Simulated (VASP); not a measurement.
Wanted: the native input for a VASP 6.6.1 run.

```yaml
Task: single point
Functional: PBE
Potentials_or_basis: VASP PAW PBE potentials, release 64 (Ti_sv, B)
Cutoff: 520 eV
k_mesh: 6 × 6 × 4
Occupations: gaussian, width 0.1 eV
Spin: no spin polarisation
Dipole_correction: no
Further_INCAR_settings: ALGO = Normal; EDIFF = 1e-06; NBANDS = 34
```

The structure of Ti4B lies in POSCAR:

```
Ti4B
1.0
    4.0413008800      0.0000000000      0.0000000000
   -2.0206504400      3.4998692300      0.0000000000
    0.0000000000      0.0000000000      5.3926517500
Ti B
4 1
Direct
    0.3333333300      0.6666666700      0.0000000000
    0.6666666700      0.3333333300      0.0000000000
    0.3333333300      0.6666666700      0.5000000000
    0.6666666700      0.3333333300      0.5000000000
    0.0000000000      0.0000000000      0.5000000000
```

One way to write it, as run:

INCAR

```
SYSTEM = Ti4B
  ALGO = Normal
  EDIFF = 1E-6
  ENCUT = 520
  GGA = PE
  ISIF = 2
  ISMEAR = 0
  LASPH = .True.
  LCHARG = .False.
  LREAL = .False.
  LWAVE = .False.
  NBANDS = 34
  NELM = 80
  PREC = Accurate
  SIGMA = 0.1
```

KPOINTS

```
k-points
0
Gamma
  6 6 4
  0 0 0
```

Potentials or basis: VASP PAW PBE potentials, release 64 (Ti_sv, B).

Launch:

```sh
$ cat potpaw_PBE.64/Ti_sv/POTCAR potpaw_PBE.64/B/POTCAR > POTCAR
$ mpirun -np 1 vasp_std > vasp.out
```

Results of the run:

```
Pressure : 11.5 GPa
```

Run time: 42 s on 1 thread of AMD EPYC 7R13 Processor (Zen 3), with other jobs on the host, peak memory 0.17 GiB.
